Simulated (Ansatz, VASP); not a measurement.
MgIn2N2: VASP beside Ansatz

Contents of INCAR:

```
PREC = Accurate
ENCUT = 520
EDIFF = 1E-6
ISMEAR = 0
SIGMA = 0.01
LREAL = F
LASPH = T
NELM = 80
ALGO = Normal
ISIF = 2
LWAVE = F
LCHARG = F
GGA = PE
NBANDS = 27
```

File KPOINTS:

```
Automatic mesh
0
Gamma
  8 8 8
```

The input POSCAR:

```
MgIn2N2
1.0
    1.6516202653      0.9535634048      7.6896359692
   -1.6516202653      0.9535634048      7.6896359692
    0.0000000000     -1.9071268095      7.6896359692
Mg In N
1 2 2
Direct
    0.0000000000      0.0000000000      0.0000000000
    0.4391377727      0.4391377727      0.4391377727
    0.5608622273      0.5608622273      0.5608622273
    0.2770880383      0.2770880383      0.2770880383
    0.7229119617      0.7229119617      0.7229119617
```

Input for Ansatz:

```yaml
crystal:
  lattice:
    - [1.6516202653, 0.9535634048, 7.6896359692]
    - [-1.6516202653, 0.9535634048, 7.6896359692]
    - [0.0, -1.9071268095, 7.6896359692]
  atoms:
    - { symbol: Mg, position: [0.0, 0.0, 0.0] }
    - { symbol: In, position: [0.4391377727, 0.4391377727, 0.4391377727] }
    - { symbol: In, position: [0.5608622273, 0.5608622273, 0.5608622273] }
    - { symbol: "N", position: [0.2770880383, 0.2770880383, 0.2770880383] }
    - { symbol: "N", position: [0.7229119617, 0.7229119617, 0.7229119617] }
kpoints:
  mp_grid: { grid: [8, 8, 8] }
hamiltonian:
  xc: pbe
scf:
  occupations: { method: fixed }
  n_extra_bands: 5
output:
  forces: true
  stress: true
  eigenvalues: true
```

Alike in both runs: task single point; functional PBE; k mesh 8 × 8 × 8; no spin polarisation.

|  | VASP | Ansatz |
| --- | --- | --- |
| version | VASP 6.6.1 | Ansatz 0.2.0 |
| potentials or method | VASP PAW PBE potentials, release 64 (Mg, In_d, N) | plane waves, PAW |
| plane-wave cutoff (eV) | 520 | 420 |
| occupations | gaussian, width 0.01 eV | fixed |
| valence electrons in the cell | 38 | 46 |

VASP gave:

```
gap on the k mesh at the Fermi level (eV)                     : 0.26
pressure (GPa)                                                : 3.5
traceless stress, the component that is largest in VASP (GPa) : -0.12
rms of the force components (eV/Å)                            : 0.098
```

What did Ansatz give for the same quantities?

gap on the k mesh at the Fermi level (eV): 0.27; pressure (GPa): 3.6; traceless stress, the component that is largest in VASP (GPa): -0.05; rms of the force components (eV/Å): 0.087.

Atom by atom the forces differ by 0.014 eV/Å (rms over components). VASP's potentials hold 38 valence electrons a cell and Ansatz's 46, so a difference there can come from the potentials and not from the codes.
